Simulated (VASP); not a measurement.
# Ta (Im-3m) in VASP: single point with PBE

Aim: the single point of Ta with PBE.

Everything below comes from runs of VASP 6.6.1. Logs are shortened: lines on timing, memory, paths and dates and some standing lists are left out, and cuts for length are marked.

## 1. The cell of the first run

Symmetry: Im-3m, No. 229, cubic system. The conventional cell has a = 3.303 Å, b = 3.303 Å, c = 3.303 Å, α = 90.00°, β = 90.00°, γ = 90.00°. Ta (site symmetry m-3m) has 14 Ta at 2.86 to 3.30 Å within 3.8 Å.

## 2. Single point, PBE

Input file INCAR:

```
PREC = Accurate
ENCUT = 520
EDIFF = 1E-7
ISMEAR = -1
SIGMA = 0.1
LREAL = False
LASPH = True
NELM = 80
ALGO = Normal
ISIF = 2
LWAVE = False
LCHARG = False
GGA = PE
NBANDS = 12
```

Input file KPOINTS:

```
Automatic mesh
0
Gamma
  13 13 13
```

Input file POSCAR:

```
Ta
1.0
    2.8601010224     -0.0000000158     -0.0000000274
   -0.9533669925      2.6965291090     -0.0000000274
   -0.9533669925     -1.3482645149      2.3352627333
Ta
1
Direct
    0.0000000000      0.0000000000      0.0000000000
```

Potentials or basis: VASP PAW PBE potentials, release 64 (Ta_pv).

Launch:

```console
> cat potpaw_PBE.64/Ta_pv/POTCAR > POTCAR
> mpirun -np 1 vasp_std > vasp.out
```

OUTCAR:

```text
PREC = Accurate
   ENCUT = 520
   EDIFF = 1E-7
   ISMEAR = -1
   LREAL = False
   LASPH = True
   NELM = 80
   ISIF = 2
   GGA = PE

 ion  position               nearest neighbor table
   1  0.000  0.000  0.000-

  LATTYP: Found a body centered cubic cell.
 ALAT       =     3.3025601903

  Lattice vectors:

 A1 = (   2.8601010224,  -0.0000000158,  -0.0000000274)
 A2 = (  -0.9533669925,   2.6965291090,  -0.0000000274)
 A3 = (  -0.9533669925,  -1.3482645149,   2.3352627333)

Analysis of symmetry for initial positions (statically):
=====================================================================
 Subroutine PRICEL returns:
 Original cell was already a primitive cell.

 Routine SETGRP: Setting up the symmetry group for a
 body centered cubic supercell.

 Subroutine GETGRP returns: Found 48 space group operations
[... 9 lines left out ...]

 Routine SETGRP: Setting up the symmetry group for a
 body centered cubic supercell.

 Subroutine GETGRP returns: Found 48 space group operations
[... 11 lines left out ...]
                                     Primitive cell

  volume of cell :      18.0104

  direct lattice vectors                    reciprocal lattice vectors
     2.860101022 -0.000000016 -0.000000027     0.349638002  0.123615701  0.214108668
    -0.953366993  2.696529109 -0.000000027     0.000000004  0.370847104  0.214108668
    -0.953366993 -1.348264515  2.335262733     0.000000004  0.000000006  0.428217347

  length of vectors
     2.860101022  2.860101022  2.860101022     0.428217347  0.428217347  0.428217347

  position of ions in fractional coordinates (direct lattice)
     0.000000000  0.000000000  0.000000000

  ion indices of the primitive-cell ions
   primitive index   ion index
                 1           1

----------------------------------------------------------------------------------------

 KPOINTS: Automatic mesh

Automatic generation of k-mesh.
 Grid dimensions read from file:
 generate k-points for:   13   13   13

 Generating k-lattice:

  Cartesian coordinates                     Fractional coordinates (reciprocal lattice)
     0.026895231  0.009508900  0.016469898     0.076923077 -0.000000000  0.000000000
     0.000000000  0.028526700  0.016469898     0.000000000  0.076923077  0.000000000
     0.000000000  0.000000000  0.032939796    -0.000000000  0.000000000  0.076923077

  Length of vectors
     0.032939796  0.032939796  0.032939796

  Shift w.r.t. Gamma in fractional coordinates (k-lattice)
     0.000000000  0.000000000  0.000000000

 Subroutine IBZKPT returns following result:
 ===========================================

 Found     84 irreducible k-points:

 Following reciprocal coordinates:
            Coordinates               Weight
  0.000000  0.000000  0.000000      1.000000
  0.076923  0.000000  0.000000     12.000000
  0.153846  0.000000  0.000000     12.000000
  0.230769 -0.000000  0.000000     12.000000
  0.307692  0.000000  0.000000     12.000000
  0.384615 -0.000000  0.000000     12.000000
[... 16 lines left out ...]
  0.153846  0.076923  0.076923     24.000000
  0.230769  0.076923  0.076923     24.000000
 [... further k-points ...]
   k-points           NKPTS =     84   k-points in BZ     NKDIM =     84   number of bands    NBANDS=     12
   number of dos      NEDOS =    301   number of ions     NIONS =      1
   total plane-waves  NPLWV =  13824
   dimension x,y,z NGX =    24 NGY =   24 NGZ =   24
   dimension x,y,z NGXF=    48 NGYF=   48 NGZF=   48
   ions per type =               1
   NGX,Y,Z   is equivalent  to a cutoff of  13.95, 13.95, 13.95 a.u.
   NGXF,Y,Z  is equivalent  to a cutoff of  27.90, 27.90, 27.90 a.u.
 SYSTEM =  unknown system
   PREC   = accura    normal or accurate (medium, high low for compatibility)
   ISTART =      0    job   : 0-new  1-cont  2-samecut
   ICHARG =      2    charge: 1-file 2-atom 10-const
   ISPIN  =      1    spin polarized calculation?
   LNONCOLLINEAR =      F non collinear calculations
   LSORBIT =      F    spin-orbit coupling
   LASPH  =      T    aspherical Exc in radial PAW
   ENCUT  =  520.0 eV  38.22 Ry    6.18 a.u.   5.32  5.32  5.32*2*pi/ulx,y,z
   NELM   =     80;   NELMIN=  2; NELMDL= -5     # of ELM steps
   EDIFF  = 0.1E-06   stopping-criterion for ELM
   LREAL  =      F    real-space projection
   EDIFFG = 0.1E-05   stopping-criterion for IOM
   NSW    =      0    number of steps for IOM
   IBRION =     -1    ionic relax: 0-MD 1-quasi-New 2-CG
   NFREE  =      0    steps in history (QN), initial steepest desc. (CG)
   ISIF   =      2    stress and relaxation
   ISYM   =      2    0-nonsym 1-usesym 2-fastsym
   POTIM  = 0.5000    time-step for ionic-motion
   TEBEG  =    0.0;   TEEND  =   0.0 temperature during run
   PSTRESS=    0.0 pullay stress
   NELECT =      11.0000    total number of electrons
   NUPDOWN=      -1.0000    fix difference up-down
   EMIN   =  10.00;   EMAX   =-10.00  energy-range for DOS
   EFERMI =   0.00;   METHOD = LEGACY
   ISMEAR =    -1;   SIGMA  =   0.10  broadening in eV -4-tet -1-fermi 0-gaus
   EFERMI_NEDOS =   21; number of points for ismear=-14 and -15
   IALGO  =     38    algorithm
   IMIX   =      4    mixing-type and parameters
     AMIX     =   0.40;   BMIX     =  1.00
     AMIX_MAG =   1.60;   BMIX_MAG =  1.00
  volume/ion in A,a.u.               =      18.01       121.54
  Fermi-wavevector in a.u.,A,eV,Ry     =   1.388987  2.624806 26.249531  1.929286
  Thomas-Fermi vector in A             =   2.513061
   LORBIT       =      0    0 simple, 1 ext, 2 COOP (PROOUT), +10 PAW based schemes
   GGA     = PE    functional components
   LHFCALC =     F    Hartree Fock is set to
   AEXX    =    0.0000 exact exchange contribution
   IVDW    =     0    specifies the selected vdW correction
   LEPSILON=     F    determine dielectric tensor
   LRPA    =     F    only Hartree local field effects (RPA)
 non-spin polarized calculation
  energy-cutoff  :      520.00
  volume of cell :       18.01
 maximum number of plane-waves:       493
 NGX is ok and might be reduce to    24
   NGX = 11   NGY = 11   NGZ = 11

 number of electron      11.0000002 magnetization

 Free energy of the ion-electron system (eV)
  ---------------------------------------------------
  ext. energy  EPLUGINS =         0.00000000
  ---------------------------------------------------
  free energy    TOTEN  =       -11.83211880 eV

  energy without entropy =      -11.78757499  energy(sigma->0) =      -11.80984690

 E-fermi :   5.4841     XC(G=0): -12.6188

 val. band max:        5.4831190994   @ k =   0.2308  -0.0000   0.0000
 cond. band min:       5.4981418605   @ k =  -0.2308   0.2308   0.0769
 fundamental gap:      0.0150227611
 Fermi energy:         5.4840510879

 k-point     1 :       0.0000    0.0000    0.0000
  band No.  band energies     occupation
      1     -27.5852      2.00000
      2     -27.5852      2.00000
      3     -27.5852      2.00000
      4      -2.4297      2.00000
      5       6.2213      0.00126
      6       6.2213      0.00126
      7       6.2213      0.00126
      8       9.4949      0.00000
      9       9.4949      0.00000
     10      20.1836      0.00000
     11      20.4980      0.00000
     12      20.4980      0.00000

 k-point     2 :       0.0769    0.0000    0.0000
  band No.  band energies     occupation
      1     -27.6583      2.00000
      2     -27.6077      2.00000
      3     -27.5857      2.00000
      4      -2.1663      2.00000
      5       6.0509      0.00688
      6       6.1676      0.00215
      7       6.4801      0.00009
      8       9.2298      0.00000
      9       9.4959      0.00000
     10      20.1833      0.00000
     11      20.7311      0.00000
     12      20.9598      0.00000

 k-point     3 :       0.1538    0.0000    0.0000
  band No.  band energies     occupation
      1     -27.8567      2.00000
      2     -27.6695      2.00000
      3     -27.5868      2.00000
      4      -1.4298      2.00000
      5       5.6146      0.42641
      6       5.9144      0.02669
      7       7.2414      0.00000
      8       8.8471      0.00000
      9       9.5254      0.00000
     10      20.1827      0.00000
     11      21.1773      0.00000
     12      22.2631      0.00000

 k-point     4 :       0.2308   -0.0000    0.0000
  band No.  band energies     occupation
      1     -28.1266      2.00000
      2     -27.7555      2.00000
      3     -27.5884      2.00000
      4      -0.4007      2.00000
      5       5.0695      1.96881
      6       5.4831      1.00466
      7       8.4564      0.00000
      8       8.8499      0.00000
      9       9.6358      0.00000
     10      20.1805      0.00000
     11      20.9273      0.00000
     12      22.6311      0.00000

 k-point     5 :       0.3077    0.0000    0.0000
  band No.  band energies     occupation
      1     -28.4017      2.00000
      2     -27.8453      2.00000
      3     -27.5901      2.00000
      4       0.5535      2.00000
      5       4.5580      1.99981
      6       5.3622      1.54361
      7       9.1494      0.00000
      8       9.8552      0.00000
      9      10.0270      0.00000
     10      19.6705      0.00000
     11      20.1583      0.00000
     12      20.7338      0.00000
[... 228 lines left out ...]
      1     -28.4841      2.00000
      2     -28.3046      2.00000
      3     -27.7325      2.00000
      4       2.9544      2.00000
      5       4.2139      1.99999
      6       4.7543      1.99865
      7       9.7373      0.00000
      8      10.2231      0.00000
      9      14.5192      0.00000
     10      16.4416      0.00000
     11      18.5101      0.00000
     12      20.1882      0.00000

 k-point    22 :       0.0769    0.0769    0.0769
  band No.  band energies     occupation
      1     -27.9905      2.00000
      2     -27.6367      2.00000
      3     -27.6367      2.00000
      4      -0.9712      2.00000
      5       5.3966      1.41125
      6       5.3966      1.41125
      7       8.0409      0.00000
      8       9.2222      0.00000
      9       9.2222      0.00000
     10      20.1822      0.00000
     11      21.4701      0.00000
     12      22.6866      0.00000

 k-point    23 :       0.1538    0.0769    0.0769
  band No.  band energies     occupation
      1     -28.2153      2.00000
      2     -27.7281      2.00000
      3     -27.6431      2.00000
      4       0.0398      2.00000
      5       4.8496      1.99649
      6       4.9592      1.98954
      7       9.1098      0.00000
      8       9.4239      0.00000
      9       9.5900      0.00000
     10      20.1798      0.00000
     11      21.5870      0.00000
     12      22.4916      0.00000

 k-point    24 :       0.2308    0.0769    0.0769
  band No.  band energies     occupation
      1     -28.4280      2.00000
      2     -27.8431      2.00000
      3     -27.6501      2.00000
      4       1.0468      2.00000
      5       4.3890      1.99996
      6       4.8140      1.99754
      7       9.3015      0.00000
      8       9.9208      0.00000
      9      11.0559      0.00000
     10      20.1242      0.00000
     11      20.2119      0.00000
     12      20.4464      0.00000

 [... further k-points ...]
[... 5 lines left out ...]
  --------------------------------------------------------------------------------------
  -------------------------------------------------------------------------------------
  Total        0.4029752      0.4029752      0.4029752      0.0000000      0.0000000      0.0000000
  in kB       35.8481451     35.8481451     35.8481451      0.0000000      0.0000000      0.0000000
  external PRESSURE =      35.8481451 kB  Pullay stress =       0.0000000 kB

 VOLUME and BASIS-vectors are now :
 -----------------------------------------------------------------------------
  energy-cutoff  :      520.00
  volume of cell :       18.01
      direct lattice vectors                 reciprocal lattice vectors
     2.860101022 -0.000000016 -0.000000027     0.349638002  0.123615701  0.214108668
    -0.953366993  2.696529109 -0.000000027     0.000000004  0.370847104  0.214108668
    -0.953366993 -1.348264515  2.335262733     0.000000004  0.000000006  0.428217347

 POSITION                                       TOTAL-FORCE (eV/Angst)
 -----------------------------------------------------------------------------------
      0.00000      0.00000      0.00000         0.000000      0.000000      0.000000
 -----------------------------------------------------------------------------------
    total drift:                                0.000000     -0.000000      0.000000

  FREE ENERGIE OF THE ION-ELECTRON SYSTEM (eV)
  ---------------------------------------------------
  free  energy   TOTEN  =       -11.8321188029 eV

  energy  without entropy=      -11.7875749918  energy(sigma->0) =      -11.80984690
```

Run time: 6.4 s. Hardware: 1 thread of Intel Xeon 6975P-C (Granite Rapids), shared host; peak memory 0.15 GiB.

What came out:

```yaml
Free_energy: -11.8321 eV
Pressure: 3.6 GPa
```

Caveat: spin-orbit coupling is left out, which moves the levels of the heavy elements.
